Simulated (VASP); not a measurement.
# W4S9 in VASP: single point with PBE+D3(BJ)

Aim: the single point of W4S9 with PBE+D3(BJ).

Program: VASP 6.6.1. These are calculated values, not measurements. Logs are shortened: lines on timing, memory, paths and dates and some standing lists are left out, and cuts for length are marked.

## Step 1: The cell of the first run

The cell holds a slab with vacuum, 13 atoms: a = 6.319 Å, b = 6.319 Å, c = 18.652 Å, α = 90.00°, β = 90.00°, γ = 120.00°.

## Step 2: Single point, PBE+D3(BJ), collinear spin

INCAR

```
SYSTEM = W4S9
PREC = Accurate
ENCUT = 400
EDIFF = 1E-6
ISMEAR = 0
SIGMA = 0.05
LREAL = .False.
LASPH = .True.
NELM = 200
ALGO = Normal
ISIF = 2
LWAVE = .False.
LCHARG = .True.
ISPIN = 2
MAGMOM = 0 0 0 0 0 0 0 0 2 0 0 0 0
LORBIT = 11
LMAXMIX = 4
LDIPOL = .True.
IDIPOL = 3
DIPOL = 0.5 0.5 0.313
GGA = PE
IVDW = 12
LELF = .True.
LVHAR = .True.
LVACPOTAV = .True.
NBANDS = 71
GGA_COMPAT = .False.
NELMDL = -8
```

KPOINTS

```
Automatic mesh
0
Gamma
  6 6 1
  0 0 0
```

POSCAR

```
W4S9
1.0
    6.3190915435      0.0000000000      0.0000000000
   -3.1595457717      5.4724938055      0.0000000000
    0.0000000000      0.0000000000     18.6521288227
S W
9 4
Direct
    0.1666666667      0.3333333333      0.2144527329
    0.1666666667      0.8333333333      0.2144527329
    0.6666666667      0.3333333333      0.2144527329
    0.6666666667      0.8333333333      0.2144527329
    0.1666666667      0.3333333333      0.3834483930
    0.1666666667      0.8333333333      0.3834483930
    0.6666666667      0.3333333333      0.3834483930
    0.6666666667      0.8333333333      0.3834483930
    0.1666666667      0.3333333333      0.4873292643
    0.3333333333      0.1666666667      0.2989505585
    0.3333333333      0.6666666667      0.2989505585
    0.8333333333      0.1666666667      0.2989505585
    0.8333333333      0.6666666667      0.2989505585
```

Potentials or basis: VASP PAW PBE potentials, release 64 (S, W_sv).

Launch:

```console
$ cat potpaw_PBE.64/S/POTCAR potpaw_PBE.64/W_sv/POTCAR > POTCAR
$ mpirun -np 1 vasp_std > vasp.out
```

OUTCAR:

```text
SYSTEM = W4S9
   PREC = Accurate
   ENCUT = 400
   EDIFF = 1E-6
   ISMEAR = 0
   LREAL = .False.
   LASPH = .True.
   NELM = 200
   ISIF = 2
   ISPIN = 2
   LORBIT = 11
   GGA = PE
   IVDW = 12
   NELMDL = -8
 IVDW          = 12

 ion  position               nearest neighbor table
   1  0.167  0.333  0.214-  10 2.41  11 2.41  12 2.41
   2  0.167  0.833  0.214-  11 2.41  10 2.41  13 2.41
   3  0.667  0.333  0.214-  12 2.41  13 2.41  10 2.41
   4  0.667  0.833  0.214-  13 2.41  12 2.41  11 2.41
   5  0.167  0.333  0.383-   9 1.94  10 2.41  11 2.41  12 2.41
   6  0.167  0.833  0.383-  11 2.41  10 2.41  13 2.41
   7  0.667  0.333  0.383-  12 2.41  13 2.41  10 2.41
   8  0.667  0.833  0.383-  13 2.41  12 2.41  11 2.41
   9  0.167  0.333  0.487-   5 1.94
  10  0.333  0.167  0.299-   1 2.41   2 2.41   3 2.41   5 2.41   6 2.41   7 2.41  11 3.16  11 3.16
                            12 3.16  12 3.16  13 3.16  13 3.16
  11  0.333  0.667  0.299-   2 2.41   1 2.41   4 2.41   6 2.41   5 2.41   8 2.41  10 3.16  10 3.16
                            13 3.16  13 3.16  12 3.16  12 3.16
  12  0.833  0.167  0.299-   3 2.41   4 2.41   1 2.41   7 2.41   8 2.41   5 2.41  13 3.16  13 3.16
                            10 3.16  10 3.16  11 3.16  11 3.16
  13  0.833  0.667  0.299-   4 2.41   3 2.41   2 2.41   8 2.41   7 2.41   6 2.41  12 3.16  12 3.16
                            11 3.16  11 3.16  10 3.16  10 3.16

  LATTYP: Found a hexagonal cell.
 ALAT       =     6.3190915435
 C/A-ratio  =     2.9517104942

  Lattice vectors:

 A1 = (   6.3190915435,   0.0000000000,   0.0000000000)
 A2 = (  -3.1595457717,   5.4724938055,   0.0000000000)
 A3 = (   0.0000000000,   0.0000000000,  18.6521288227)

Analysis of symmetry for initial positions (statically):
=====================================================================
 Subroutine PRICEL returns:
 Original cell was already a primitive cell.

 Routine SETGRP: Setting up the symmetry group for a
 hexagonal supercell.

 Subroutine GETGRP returns: Found  6 space group operations
 (whereof  2 operations were pure point group operations)
 out of a pool of 24 trial point group operations.

The static configuration has the point symmetry C_1h.
 The point group associated with its full space group is C_3v.

Analysis of symmetry for dynamics (positions and initial velocities):
=====================================================================
 Subroutine PRICEL returns:
 Original cell was already a primitive cell.

 Routine SETGRP: Setting up the symmetry group for a
 hexagonal supercell.

 Subroutine GETGRP returns: Found  6 space group operations
 (whereof  2 operations were pure point group operations)
 out of a pool of 24 trial point group operations.

The dynamic configuration has the point symmetry C_1h.
 The point group associated with its full space group is C_3v.

Analysis of structural, dynamic, and magnetic symmetry:
=====================================================================
 Subroutine PRICEL returns:
 Original cell was already a primitive cell.

 Routine SETGRP: Setting up the symmetry group for a
 hexagonal supercell.

 Subroutine GETGRP returns: Found  6 space group operations
 (whereof  2 operations were pure point group operations)
 out of a pool of 24 trial point group operations.

The overall configuration has the point symmetry C_1h.
 The point group associated with its full space group is C_3v.

 Subroutine INISYM returns: Found  6 space group operations
 (whereof  2 operations are pure point group operations),
 and found     1 'primitive' translations

----------------------------------------------------------------------------------------

                                     Primitive cell

  volume of cell :     645.0128

  direct lattice vectors                    reciprocal lattice vectors
     6.319091543  0.000000000  0.000000000     0.158250596  0.091366024  0.000000000
    -3.159545772  5.472493806  0.000000000     0.000000000  0.182732048  0.000000000
     0.000000000  0.000000000 18.652128823     0.000000000  0.000000000  0.053613183

  length of vectors
     6.319091543  6.319091543 18.652128823     0.182732048  0.182732048  0.053613183
[... 92 lines left out ...]
   ISYM   =      2    0-nonsym 1-usesym 2-fastsym
   POTIM  = 0.5000    time-step for ionic-motion
   TEBEG  =    0.0;   TEEND  =   0.0 temperature during run
   PSTRESS=    0.0 pullay stress
   NELECT =     110.0000    total number of electrons
   NUPDOWN=      -1.0000    fix difference up-down
   EMIN   =  10.00;   EMAX   =-10.00  energy-range for DOS
   EFERMI =   0.00;   METHOD = LEGACY
   ISMEAR =     0;   SIGMA  =   0.05  broadening in eV -4-tet -1-fermi 0-gaus
   EFERMI_NEDOS =   21; number of points for ismear=-14 and -15
   IALGO  =     38    algorithm
   IMIX   =      4    mixing-type and parameters
     AMIX     =   0.40;   BMIX     =  1.00
     AMIX_MAG =   1.60;   BMIX_MAG =  1.00
  volume/ion in A,a.u.               =      49.62       334.83
  Fermi-wavevector in a.u.,A,eV,Ry     =   0.907855  1.715596 11.213921  0.824200
  Thomas-Fermi vector in A             =   2.031711
   LORBIT       =     11    0 simple, 1 ext, 2 COOP (PROOUT), +10 PAW based schemes
   GGA     = PE    functional components
   LHFCALC =     F    Hartree Fock is set to
   AEXX    =    0.0000 exact exchange contribution
   IVDW    =    12    specifies the selected vdW correction
   LEPSILON=     F    determine dielectric tensor
   LRPA    =     F    only Hartree local field effects (RPA)
 spin polarized calculation
 Gauss-broadening in eV      SIGMA  =   0.05
  energy-cutoff  :      400.00
  volume of cell :      645.01
 maximum number of plane-waves:     11752
 NGX is ok and might be reduce to    42
   NGX = 21   NGY = 21   NGZ = 61

 dipolmoment           0.000000      0.000000     -0.007166 electrons x Angstroem

 number of electron     110.0000037 magnetization      -0.0000669

 number of electron     110.0000037 magnetization       0.0000292

 dipolmoment           0.000000      0.000000      0.137551 electrons x Angstroem

 Free energy of the ion-electron system (eV)
  ---------------------------------------------------
  ext. energy  EPLUGINS =         0.00000000
  ---------------------------------------------------
  free energy    TOTEN  =       -97.46053325 eV

  energy without entropy =      -97.46053325  energy(sigma->0) =      -97.46053325

 E-fermi :  -0.9665     XC(G=0):  -4.5094

 val. band max:       -1.3097025131   @ k =   0.3333   0.3333   0.0000
 cond. band min:       0.1119373214   @ k =   0.3333   0.3333   0.0000
 fundamental gap:      1.4216398345
 Fermi energy:        -0.9665402312

 spin component 1

 k-point     1 :       0.0000    0.0000    0.0000
  band No.  band energies     occupation
      1     -75.4922      1.00000
      2     -75.4636      1.00000
      3     -75.4521      1.00000
      4     -75.4521      1.00000
      5     -39.9453      1.00000
      6     -39.9164      1.00000
[... 479 lines left out ...]
     66       1.9509      0.00000
     67       2.1071      0.00000
 Fermi energy:        -0.9665402312

 spin component 2

 k-point     1 :       0.0000    0.0000    0.0000
  band No.  band energies     occupation
      1     -75.4922      1.00000
      2     -75.4636      1.00000
      3     -75.4521      1.00000
      4     -75.4521      1.00000
      5     -39.9453      1.00000
      6     -39.9164      1.00000
[... 479 lines left out ...]
     66       1.9509      0.00000
     67       2.1071      0.00000
 [bands above 67 left out]

------------------------ aborting loop because EDIFF is reached ----------------------------------------

 Edisp (eV)   -4.07952

 E8    (eV) :    -1.8139

  FORCE on cell =-STRESS in cart. coord.  units (eV):
  Direction    XX          YY          ZZ          XY          YZ          ZX
  --------------------------------------------------------------------------------------
  -------------------------------------------------------------------------------------
  Total      -0.02777    -0.02777    -0.71605    -0.00000     0.00000    -0.00000
  in kB      -0.06898    -0.06898    -1.77863    -0.00000     0.00000    -0.00000
  external pressure =       -0.64 kB  Pullay stress =        0.00 kB

 VOLUME and BASIS-vectors are now :
 -----------------------------------------------------------------------------
  energy-cutoff  :      400.00
  volume of cell :      645.01
      direct lattice vectors                 reciprocal lattice vectors
     6.319091543  0.000000000  0.000000000     0.158250596  0.091366024  0.000000000
    -3.159545772  5.472493806  0.000000000     0.000000000  0.182732048  0.000000000
     0.000000000  0.000000000 18.652128823     0.000000000  0.000000000  0.053613183

 POSITION                                       TOTAL-FORCE (eV/Angst)
 -----------------------------------------------------------------------------------
      0.00000      1.82416      4.00000        -0.000000      0.000000      0.184213
     -1.57977      4.56041      4.00000        -0.058854     -0.033979     -0.053618
      3.15955      1.82416      4.00000         0.000000      0.067959     -0.053618
      1.57977      4.56041      4.00000         0.058854     -0.033979     -0.053618
      0.00000      1.82416      7.15213        -0.000000     -0.000000     -0.176345
     -1.57977      4.56041      7.15213         0.006255      0.003611      0.076752
      3.15955      1.82416      7.15213        -0.000000     -0.007222      0.076752
      1.57977      4.56041      7.15213        -0.006255      0.003611      0.076752
      0.00000      1.82416      9.08973        -0.000000      0.000000     -0.171207
      1.57977      0.91208      5.57606         0.347033     -0.200359      0.017935
     -0.00000      3.64833      5.57606         0.000000      0.400719      0.017935
      4.73932      0.91208      5.57606        -0.347033     -0.200359      0.017935
      3.15955      3.64833      5.57606        -0.000000     -0.000000      0.040133
 -----------------------------------------------------------------------------------
    total drift:                                0.000000     -0.000001     -0.000998

  FREE ENERGIE OF THE ION-ELECTRON SYSTEM (eV)
  ---------------------------------------------------
  free  energy   TOTEN  =      -101.5400554706 eV

  energy  without entropy=     -101.5400554706  energy(sigma->0) =     -101.54005547

 vacuum level on the upper side and lower side of the slab         4.871         4.152

 total charge

# of ion       s       p       d       tot
------------------------------------------
    1        1.359   2.360   0.000   3.719
    2        1.358   2.365   0.000   3.723
    3        1.358   2.365   0.000   3.723
    4        1.358   2.365   0.000   3.723
    5        1.304   2.374   0.000   3.678
    6        1.364   2.351   0.000   3.715
    7        1.364   2.351   0.000   3.715
    8        1.364   2.351   0.000   3.715
    9        1.372   2.304   0.000   3.676
   10        2.318   6.327   3.399  12.043
   11        2.318   6.327   3.399  12.043
   12        2.318   6.327   3.399  12.043
   13        2.320   6.330   3.374  12.024
--------------------------------------------------
tot         21.475  46.495  13.570  81.540

 magnetization (x)

# of ion       s       p       d       tot
------------------------------------------
    1        0.000  -0.000   0.000   0.000
    2        0.000   0.000   0.000   0.000
    3        0.000   0.000   0.000   0.000
    4        0.000   0.000   0.000   0.000
    5       -0.000  -0.000   0.000  -0.000
    6       -0.000   0.000   0.000  -0.000
    7       -0.000   0.000   0.000  -0.000
    8       -0.000   0.000   0.000  -0.000
    9       -0.000  -0.000   0.000  -0.000
   10        0.000   0.000  -0.000  -0.000
   11        0.000   0.000  -0.000  -0.000
   12        0.000   0.000  -0.000  -0.000
   13        0.000   0.000  -0.000  -0.000
--------------------------------------------------
tot         -0.000  -0.000  -0.000  -0.000
```

Run time: 12 min. Hardware: 1 thread of AMD EPYC 9R45 (Zen 5), shared host; peak memory 0.79 GiB.

What came out:

| Quantity | Value |
| --- | --- |
| Free energy | -101.5401 eV |
| Largest force | 0.401 eV/Å |
| Band gap on the k mesh | 1.42 eV |
| Net moment | 0.00 μB per cell |
| Valence electrons inside the program's atomic spheres | S 3.72, 3.68, 3.71 (each value once); W 12.04, 12.02 (each value once) |
| Dispersion energy per atom | -0.314 eV |

Forces on the atoms (eV/Å):
```
S    0.000  0.000  0.184
S   -0.059 -0.034 -0.054
S    0.000  0.068 -0.054
S    0.059 -0.034 -0.054
S    0.000  0.000 -0.176
S    0.006  0.004  0.077
S    0.000 -0.007  0.077
S   -0.006  0.004  0.077
S    0.000  0.000 -0.171
W    0.347 -0.200  0.018
W    0.000  0.401  0.018
W   -0.347 -0.200  0.018
W    0.000  0.000  0.040
```

Caveat: spin-orbit coupling is left out, which moves the levels of the heavy elements.
